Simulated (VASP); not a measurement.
# Ge5Bi3 in VASP: further runs

The runs below take Ge5Bi3 through single point, with PBE.

Program: VASP 6.6.1. These are calculated values, not measurements. Logs are shortened: lines on timing, memory, paths and dates and some standing lists are left out, and cuts for length are marked.

### Step 1. The cell of the first run

The cell holds a disordered packing, 16 atoms: a = 7.335 Å, b = 7.029 Å, c = 7.583 Å, α = 92.01°, β = 92.87°, γ = 92.74°.

### Step 2. Single point, PBE

Contents of INCAR:

```
  PREC = Accurate
  ENCUT = 520
  EDIFF = 1E-7
  ISMEAR = -1
  SIGMA = 0.0862
  LREAL = Auto
  LASPH = T
  NELM = 100
  ALGO = Normal
  ISIF = 2
  LWAVE = F
  LCHARG = F
  GGA = PE
  NBANDS = 129
  ISYM = 0
```

Contents of KPOINTS:

```
Automatic mesh
0
Gamma
  1 1 1
  0.25 0.25 0.25
```

Contents of POSCAR:

```
Ge5Bi3
1.0
    7.3302180000     -0.1736460000     -0.1884740000
   -0.1736460000      7.0252930000     -0.1301890000
   -0.1884740000     -0.1301890000      7.5795750000
Ge Bi
10 6
Direct
    0.3173366524      0.4371666414      0.3142162979
    0.6564265788      0.8342662893      0.2937058657
    0.1582576263      0.3570160302      0.7130664988
    0.5875339176      0.2069175297      0.1945429993
    0.8905713634      0.2246605398      0.8477287814
    0.8249160341      0.5354988893      0.9913681558
   -0.0269765539      0.6887186698      0.2942938378
    0.6917162784      0.9488998226      0.6913603801
    0.4930474257      0.2617041590      0.7540628100
    0.4468647313      0.6257703147      0.5955536814
    0.7792873856      0.3938408761      0.5228123161
    0.2559157167     -0.0016807847      0.4616385007
    0.0586323605      0.7616627786      0.7531505119
    0.0236539886      0.1792677184      0.2305557827
    0.4509097581      0.5844703200      0.0169566727
    0.3306871021      1.0043504285      0.9687496065
```

Potentials or basis: VASP PAW PBE potentials, release 64 (Ge_d, Bi_d).

On the command line:

```
$ cat potpaw_PBE.64/Ge_d/POTCAR potpaw_PBE.64/Bi_d/POTCAR > POTCAR
$ mpirun -np 1 vasp_std > vasp.out
```

OUTCAR:

```text
PREC = Accurate
   ENCUT = 520
   EDIFF = 1E-7
   ISMEAR = -1
   LREAL = Auto
   LASPH = T
   NELM = 100
   ISIF = 2
   GGA = PE
   ISYM = 0

 ion  position               nearest neighbor table
   1  0.317  0.437  0.314-  10 2.59  15 2.72  14 2.78   4 2.78  12 3.34
   2  0.656  0.834  0.294-   7 2.58   4 2.81  15 2.99
   3  0.158  0.357  0.713-   5 2.42   9 2.58  13 2.98  11 3.09  12 3.24  15 3.38
   4  0.588  0.207  0.195-   1 2.78  16 2.79   2 2.81  11 3.02  15 3.20  14 3.21
   5  0.891  0.225  0.848-   3 2.42   6 2.49   8 2.59  11 2.87  14 3.05
   6  0.825  0.535  0.991-   5 2.49   7 2.66  15 2.80  13 3.00
   7  0.973  0.689  0.294-   2 2.58   6 2.66  11 3.09  12 3.12
   8  0.692  0.949  0.691-   5 2.59   9 2.74  10 2.88  13 3.07
   9  0.493  0.262  0.754-   3 2.58   8 2.74  16 2.74  10 2.89  11 2.94  15 3.00  12 3.22
  10  0.447  0.626  0.596-   1 2.59   8 2.88   9 2.89  11 3.06  12 3.20  15 3.22  13 3.31
  11  0.779  0.394  0.523-   5 2.87   9 2.94   4 3.02  10 3.06   7 3.09   3 3.09  14 3.29  13 3.57

  12  0.256  0.998  0.462-  14 2.77   7 3.12  13 3.18  10 3.20   9 3.22   3 3.24   1 3.34  16 3.81
                            16 3.86
  13  0.059  0.762  0.753-  16 2.95   3 2.98   6 3.00   8 3.07  12 3.18  10 3.31  11 3.57  15 3.71

  14  0.024  0.179  0.231-  12 2.77   1 2.78   5 3.05   4 3.21  11 3.29  16 3.33
  15  0.451  0.584  0.017-   1 2.72   6 2.80   2 2.99   9 3.00  16 3.15   4 3.20  10 3.22   3 3.38
                            13 3.71
  16  0.331  0.004  0.969-   9 2.74   4 2.79  13 2.95  15 3.15  14 3.33  12 3.81  12 3.86

IMPORTANT INFORMATION: All symmetrisations will be switched off!
NOSYMM: (Re-)initialisation of all symmetry stuff for point group C_1.

----------------------------------------------------------------------------------------

                                     Primitive cell

  volume of cell :     389.7140

  direct lattice vectors                    reciprocal lattice vectors
     7.330218000 -0.173646000 -0.188474000     0.136591936  0.003440216  0.003455590
    -0.173646000  7.025293000 -0.130189000     0.003440216  0.142474786  0.002532733
    -0.188474000 -0.130189000  7.579575000     0.003455590  0.002532733  0.132062949

  length of vectors
     7.334696402  7.028644524  7.583035593     0.136678942  0.142538817  0.132132427

  position of ions in fractional coordinates (direct lattice)
     0.317336652  0.437166641  0.314216298
     0.656426579  0.834266289  0.293705866
     0.158257626  0.357016030  0.713066499
     0.587533918  0.206917530  0.194542999
     0.890571363  0.224660540  0.847728781
     0.824916034  0.535498889  0.991368156
[... 8 lines left out ...]
     0.450909758  0.584470320  0.016956673
     0.330687102  0.004350428  0.968749606

  ion indices of the primitive-cell ions
   primitive index   ion index
                 1           1
                 2           2
                 3           3
                 4           4
                 5           5
                 6           6
[... 8 lines left out ...]
                15          15
                16          16

----------------------------------------------------------------------------------------

 KPOINTS: Automatic mesh

Automatic generation of k-mesh.
 Grid dimensions read from file:
 generate k-points for:    1    1    1

 Generating k-lattice:

  Cartesian coordinates                     Fractional coordinates (reciprocal lattice)
     0.136591936  0.003440216  0.003455590     1.000000000  0.000000000  0.000000000
     0.003440216  0.142474786  0.002532733    -0.000000000  1.000000000  0.000000000
     0.003455590  0.002532733  0.132062949     0.000000000  0.000000000  1.000000000

  Length of vectors
     0.136678942  0.142538817  0.132132427

  Shift w.r.t. Gamma in fractional coordinates (k-lattice)
     0.250000000  0.250000000  0.250000000

 Subroutine IBZKPT returns following result:
 ===========================================

 Found      1 irreducible k-points:

 Following reciprocal coordinates:
            Coordinates               Weight
  0.250000  0.250000  0.250000      2.000000
   k-points           NKPTS =      1   k-points in BZ     NKDIM =      1   number of bands    NBANDS=    129
   number of dos      NEDOS =    301   number of ions     NIONS =     16
   total plane-waves  NPLWV = 169344
   dimension x,y,z NGX =    56 NGY =   54 NGZ =   56
   dimension x,y,z NGXF=   112 NGYF=  108 NGZF=  112
   ions per type =              10   6
   NGX,Y,Z   is equivalent  to a cutoff of  12.69, 12.77, 12.28 a.u.
   NGXF,Y,Z  is equivalent  to a cutoff of  25.39, 25.54, 24.55 a.u.
 SYSTEM =  unknown system
   PREC   = accura    normal or accurate (medium, high low for compatibility)
   ISTART =      0    job   : 0-new  1-cont  2-samecut
   ICHARG =      2    charge: 1-file 2-atom 10-const
   ISPIN  =      1    spin polarized calculation?
   LNONCOLLINEAR =      F non collinear calculations
   LSORBIT =      F    spin-orbit coupling
   LASPH  =      T    aspherical Exc in radial PAW
   ENCUT  =  520.0 eV  38.22 Ry    6.18 a.u.  13.64 13.07 14.10*2*pi/ulx,y,z
   NELM   =    100;   NELMIN=  2; NELMDL= -5     # of ELM steps
   EDIFF  = 0.1E-06   stopping-criterion for ELM
   LREAL  =      T    real-space projection
   EDIFFG = 0.1E-05   stopping-criterion for IOM
   NSW    =      0    number of steps for IOM
   IBRION =     -1    ionic relax: 0-MD 1-quasi-New 2-CG
   NFREE  =      0    steps in history (QN), initial steepest desc. (CG)
   ISIF   =      2    stress and relaxation
   ISYM   =      0    0-nonsym 1-usesym 2-fastsym
   POTIM  = 0.5000    time-step for ionic-motion
   TEBEG  =    0.0;   TEEND  =   0.0 temperature during run
   PSTRESS=    0.0 pullay stress
   NELECT =     230.0000    total number of electrons
   NUPDOWN=      -1.0000    fix difference up-down
   EMIN   =  10.00;   EMAX   =-10.00  energy-range for DOS
   EFERMI =   0.00;   METHOD = LEGACY
   ISMEAR =    -1;   SIGMA  =   0.09  broadening in eV -4-tet -1-fermi 0-gaus
   EFERMI_NEDOS =   21; number of points for ismear=-14 and -15
   IALGO  =     38    algorithm
   IMIX   =      4    mixing-type and parameters
     AMIX     =   0.40;   BMIX     =  1.00
     AMIX_MAG =   1.60;   BMIX_MAG =  1.00
  volume/ion in A,a.u.               =      24.36       164.37
  Fermi-wavevector in a.u.,A,eV,Ry     =   1.373205  2.594982 25.656406  1.885693
  Thomas-Fermi vector in A             =   2.498743
   LORBIT       =      0    0 simple, 1 ext, 2 COOP (PROOUT), +10 PAW based schemes
   GGA     = PE    functional components
   LHFCALC =     F    Hartree Fock is set to
   AEXX    =    0.0000 exact exchange contribution
   IVDW    =     0    specifies the selected vdW correction
   LEPSILON=     F    determine dielectric tensor
   LRPA    =     F    only Hartree local field effects (RPA)
 non-spin polarized calculation
  energy-cutoff  :      520.00
  volume of cell :      389.71
 maximum number of plane-waves:     10507
 NGX is ok and might be reduce to    54
   NGX = 27   NGY = 27   NGZ = 29

 number of electron     229.9999961 magnetization

 Free energy of the ion-electron system (eV)
  ---------------------------------------------------
  ext. energy  EPLUGINS =         0.00000000
  ---------------------------------------------------
  free energy    TOTEN  =       -61.41138861 eV

  energy without entropy =      -61.28736811  energy(sigma->0) =      -61.34937836

 E-fermi :   6.9811     XC(G=0): -10.4916

 val. band max:        6.7744302131   @ k =   0.2500   0.2500   0.2500
 cond. band min:       7.1996042532   @ k =   0.2500   0.2500   0.2500
 fundamental gap:      0.4251740401
 Fermi energy:         6.9811380257

 k-point     1 :       0.2500    0.2500    0.2500
  band No.  band energies     occupation
      1     -18.1230      2.00000
      2     -18.0960      2.00000
      3     -18.0883      2.00000
      4     -18.0677      2.00000
      5     -18.0579      2.00000
      6     -17.9646      2.00000
[... 119 lines left out ...]
    126       9.2058      0.00000
    127       9.5531      0.00000
 [bands above 127 left out]

------------------------ aborting loop because EDIFF is reached ----------------------------------------

  FORCE on cell =-STRESS in cart. coord.  units (eV):
  Direction    XX          YY          ZZ          XY          YZ          ZX
  --------------------------------------------------------------------------------------
  -------------------------------------------------------------------------------------
  Total       19.1706940     12.0402074     17.4958425     12.0515075      2.7721510      4.6829752
  in kB       78.8138312     49.4992450     71.9282453     49.5457015     11.3967623     19.2524703
  external PRESSURE =      66.7471072 kB  Pullay stress =       0.0000000 kB

 VOLUME and BASIS-vectors are now :
 -----------------------------------------------------------------------------
  energy-cutoff  :      520.00
  volume of cell :      389.71
      direct lattice vectors                 reciprocal lattice vectors
     7.330218000 -0.173646000 -0.188474000     0.136591936  0.003440216  0.003455590
    -0.173646000  7.025293000 -0.130189000     0.003440216  0.142474786  0.002532733
    -0.188474000 -0.130189000  7.579575000     0.003455590  0.002532733  0.132062949

 POSITION                                       TOTAL-FORCE (eV/Angst)
 -----------------------------------------------------------------------------------
      2.19101      2.97521      2.26490        -0.073764     -0.018719      0.140478
      4.61153      5.70874      1.99383        -0.184043      0.211695      0.692102
      0.96367      2.38783      5.32843         0.357160     -0.043280     -0.328891
      4.23415      1.32631      1.33688         0.832076      0.115838      0.740609
      6.32930      1.31330      6.22833        -0.163141     -0.459163      0.959223
      5.76698      3.48973      7.28896        -0.118207      0.182847      0.868441
[... 8 lines left out ...]
      3.20058      4.02557     -0.03255         0.131180      0.612767     -0.110939
      2.24067     -0.15298      7.27982        -0.331222     -0.109270      0.706590
 -----------------------------------------------------------------------------------
    total drift:                                0.013486      0.010594      0.017290

  FREE ENERGIE OF THE ION-ELECTRON SYSTEM (eV)
  ---------------------------------------------------
  free  energy   TOTEN  =       -61.4113886084 eV

  energy  without entropy=      -61.2873681054  energy(sigma->0) =      -61.34937836
```

It took 85 s on 1 thread of Intel Xeon Platinum 8488C (Sapphire Rapids), shared host; peak memory 0.4 GiB.

What came out:

```
Free energy   : -61.4114 eV
Pressure      : 6.7 GPa
Largest force : 2.235 eV/Å
```

Forces on the atoms (eV/Å):
```
Ge  -0.074 -0.019  0.140
Ge  -0.184  0.212  0.692
Ge   0.357 -0.043 -0.329
Ge   0.832  0.116  0.741
Ge  -0.163 -0.459  0.959
Ge  -0.118  0.183  0.868
Ge  -0.042 -0.369 -0.035
Ge  -0.202 -0.116 -0.647
Ge  -0.033 -0.435 -0.260
Ge   0.243  0.413 -0.808
Bi   0.216  0.852 -0.793
Bi   1.589 -0.723  1.251
Bi  -0.883 -0.795 -0.719
Bi  -1.337  0.680 -1.657
Bi   0.131  0.613 -0.111
Bi  -0.331 -0.109  0.707
```

Caveat: the k points lie up to 0.90 Å⁻¹ apart, too coarse for converged energies, forces and pressures; the atoms stand as in a frame of molecular dynamics; spin-orbit coupling is left out, which moves the levels of the heavy elements.

### Step 3. Single point, PBE

Contents of INCAR:

```
SYSTEM = Ge5Bi3
  PREC = Accurate
  ENCUT = 520
  EDIFF = 1E-6
  ISMEAR = -1
  SIGMA = 0.05
  LREAL = Auto
  LASPH = .True.
  NELM = 80
  ALGO = Normal
  ISIF = 2
  LWAVE = .False.
  LCHARG = .False.
  GGA = PE
  ISYM = 0
  NBANDS = 129
```

KPOINTS is that of step 2.

Contents of POSCAR:

```
Ge5Bi3
1.0
    7.3302180000     -0.1736460000     -0.1884740000
   -0.1736460000      7.0252930000     -0.1301890000
   -0.1884740000     -0.1301890000      7.5795750000
Ge Bi
10 6
Direct
    0.3031855416      0.4332469548      0.3118070050
    0.6541986320      0.8241233509      0.3655457236
    0.1561946801      0.3927105588      0.7235185655
    0.5830245940      0.1847739350      0.2347598000
    0.8763159086      0.2438414732      0.8630609555
    0.8214681300      0.5823226182      1.0584562305
    1.0017241982      0.6615262457      0.3167034309
    0.6765054514      0.9609843800      0.7097018347
    0.4773797036      0.2507101454      0.7661718982
    0.4578747974      0.6373612864      0.5689317571
    0.7740295564      0.3936529310      0.5210274624
    0.2862075720      0.9934115972      0.4911762135
    0.0667507333      0.7736582690      0.7586126629
    0.0136975524      0.1798100851      0.2206869023
    0.4452773898      0.5766230026      0.0206769090
    0.3249545454     -0.0151803637      0.9895723925
```

Potentials or basis: VASP PAW PBE potentials, release 64 (Ge_d, Bi_d).

On the command line:

```
$ cat potpaw_PBE.64/Ge_d/POTCAR potpaw_PBE.64/Bi_d/POTCAR > POTCAR
$ mpirun -np 1 vasp_std > vasp.out
```

Wall time 85 s (1 thread of Intel Xeon Platinum 8488C (Sapphire Rapids), shared host); peak memory 0.4 GiB.

It converged, with:

- Free energy: -61.8822 eV
- Pressure: 7.1 GPa
- Largest force: 2.228 eV/Å

Forces in eV/Å, atoms in the order of the input:
```
Ge  -0.016 -0.074  0.338
Ge   0.604  0.468 -0.269
Ge   0.100 -0.770 -0.002
Ge   0.278 -0.159  0.387
Ge   0.275  0.629  0.772
Ge  -0.446 -0.860 -1.328
Ge   0.334  0.605  1.152
Ge   0.353 -0.395 -0.400
Ge  -0.238 -0.067  0.028
Ge  -0.220 -0.005  0.344
Bi   0.497  0.255  0.055
Bi  -0.054  0.463 -0.273
Bi  -1.656 -0.942 -1.156
Bi  -0.267 -0.375 -0.686
Bi   0.350  0.319 -0.201
Bi   0.107  0.910  1.238
```

Stress tensor (GPa, compression positive):
```
7.73 4.95 2.92
4.95 4.54 2.82
2.92 2.82 9.14
```

Levels at points of the mesh, in eV from the Fermi level:
```tsv
k point	band 112	band 113	band 114	band 115	band 116	band 117	band 118	band 119
(0.25, 0.25, 0.25)	-0.91	-0.58	-0.39	-0.20	0.20	0.41	0.74	0.87
```

Caveat: the k points lie up to 0.90 Å⁻¹ apart, too coarse for converged energies, forces and pressures; the atoms stand as in a frame of molecular dynamics; spin-orbit coupling is left out, which moves the levels of the heavy elements.

### Step 4. Single point, PBE

Contents of INCAR:

```
  PREC = Accurate
  ENCUT = 520
  EDIFF = 1E-6
  ISMEAR = -1
  SIGMA = 0.05
  LREAL = Auto
  LASPH = True
  NELM = 60
  ALGO = Normal
  ISIF = 2
  LWAVE = False
  LCHARG = False
  GGA = PE
  NBANDS = 129
  ISYM = 0
```

KPOINTS is that of step 3.

Contents of POSCAR:

```
Ge5Bi3
1.0
    7.3302180000     -0.1736460000     -0.1884740000
   -0.1736460000      7.0252930000     -0.1301890000
   -0.1884740000     -0.1301890000      7.5795750000
Ge Bi
10 6
Direct
    0.2902388939      0.4269654312      0.3142848626
    0.6828732445      0.8564597126      0.3784975392
    0.1624496289      0.3855947965      0.7534100174
    0.5815024126      0.1710523826      0.2722544766
    0.8829743003      0.2535849187      0.8571108097
    0.8301290664      0.5470837055      1.0534510215
    1.0065982194      0.6607841427      0.3349473314
    0.7029017084      0.9220155472      0.7553426120
    0.4644884335      0.2502843881      0.7244744286
    0.4780766078      0.6200339471      0.5682128101
    0.7874698746      0.4085452228      0.5247440247
    0.2783308622      1.0186528793      0.4839494999
    0.0556549080      0.7899468524      0.7586112538
    0.0062883019      0.1621108918      0.2118579520
    0.4530452423      0.5844147262      0.0158860646
    0.3379975174     -0.0052454482      1.0085281621
```

On the command line:

```
$ cat potpaw_PBE.64/Ge_d/POTCAR potpaw_PBE.64/Bi_d/POTCAR > POTCAR
$ mpirun -np 1 vasp_std > vasp.out
```

Run time: 78 s. Hardware: 1 thread of Intel Xeon Platinum 8488C (Sapphire Rapids), shared host; peak memory 0.4 GiB.

The run converged. Its results:

```yaml
Free_energy: -61.9848 eV
Pressure: 6.7 GPa
Largest_force: 1.590 eV/Å
```

Forces in eV/Å, atoms in the order of the input:
```
Ge   0.486  0.353  0.086
Ge   0.142 -0.726  0.776
Ge   0.396  0.299 -0.242
Ge   0.020  0.320 -0.149
Ge  -0.570 -0.386  0.632
Ge  -0.350  0.206 -0.268
Ge   0.051  0.637 -0.031
Ge  -0.312  0.408 -0.557
Ge   0.575 -0.090  0.806
Ge  -0.190  0.966 -0.348
Bi   0.328  0.039 -0.100
Bi  -0.300 -1.043 -0.099
Bi  -0.298 -1.331 -0.818
Bi  -0.523 -0.326 -0.170
Bi   0.226 -0.147  0.091
Bi   0.319  0.820  0.390
```

Stress tensor (GPa, compression positive):
```
7.88 5.49 2.58
5.49 4.90 2.45
2.58 2.45 7.35
```

Levels at points of the mesh, in eV from the Fermi level:
| k point | band 111 | band 112 | band 113 | band 114 | band 115 | band 116 | band 117 | band 118 | band 119 | band 120 |
| --- | --- | --- | --- | --- | --- | --- | --- | --- | --- | --- |
| (0.25, 0.25, 0.25) | -1.02 | -0.80 | -0.62 | -0.40 | -0.20 | 0.20 | 0.38 | 0.69 | 0.95 | 1.18 |

Caveat: the k points lie up to 0.90 Å⁻¹ apart, too coarse for converged energies, forces and pressures; the atoms stand as in a frame of molecular dynamics; spin-orbit coupling is left out, which moves the levels of the heavy elements.

### Step 5. Summary

```csv
cell,smearing,pressure (GPa),largest force (eV/Å)
"as given, atomic positions A",fermi-dirac 0.0862 eV,6.7,2.24
"as given, atomic positions B",fermi-dirac 0.05 eV,7.1,2.23
"as given, atomic positions C",fermi-dirac 0.05 eV,6.7,1.59
```

Alike in all rows: task single point; level PBE; potentials or basis VASP PAW PBE potentials, release 64 (Ge_d, Bi_d); no spin polarisation; k mesh 1 × 1 × 1, shifted; cutoff (eV) 520.

Caveats: all runs use coarse meshes; the atoms stand as in a frame of molecular dynamics; spin-orbit coupling is left out, which moves the levels of the heavy elements.

Absolute energies hang on the potentials; compare differences alone.
